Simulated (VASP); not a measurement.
Here is a VASP 6.6.1 calculation.

Contents of INCAR:

```
PREC = Accurate ; ENCUT = 520
EDIFF = 1E-6 ; ISMEAR = 0
SIGMA = 0.1 ; LREAL = F
LASPH = T ; NELM = 60
ALGO = Normal ; ISIF = 2
LWAVE = F ; LCHARG = F
GGA = PS ; NBANDS = 28
```

Contents of KPOINTS:

```
regular mesh
0
Gamma
  12 12 10
```

Contents of POSCAR:

```
SnO
1.0
    3.7676595497      0.0000000000      0.0000000000
    0.0000000000      3.7676595497      0.0000000000
    0.0000000000      0.0000000000      4.5565838050
Sn O
2 2
Direct
    0.5000000000      0.0000000000      0.2538004966
    0.0000000000      0.5000000000      0.7461995034
    0.0000000000      0.0000000000      0.0000000000
    0.5000000000      0.5000000000      0.0000000000
```

Potentials or basis: VASP PAW PBE potentials, release 64 (Sn_d, O).

Run with:

```bash
$ cat potpaw_PBE.64/Sn_d/POTCAR potpaw_PBE.64/O/POTCAR > POTCAR
$ mpirun -np 1 vasp_std > vasp.out
```

Predict the largest force.

0.081 eV/Å.

Estimate the pressure.

2.8 GPa.

Forces on the atoms (eV/Å):
```
Sn   0.000  0.000  0.081
Sn   0.000  0.000 -0.081
O    0.000  0.000  0.000
O    0.000  0.000  0.000
```

Caveat: the PAW data sets were made with another functional, which shifts forces and pressure a little.
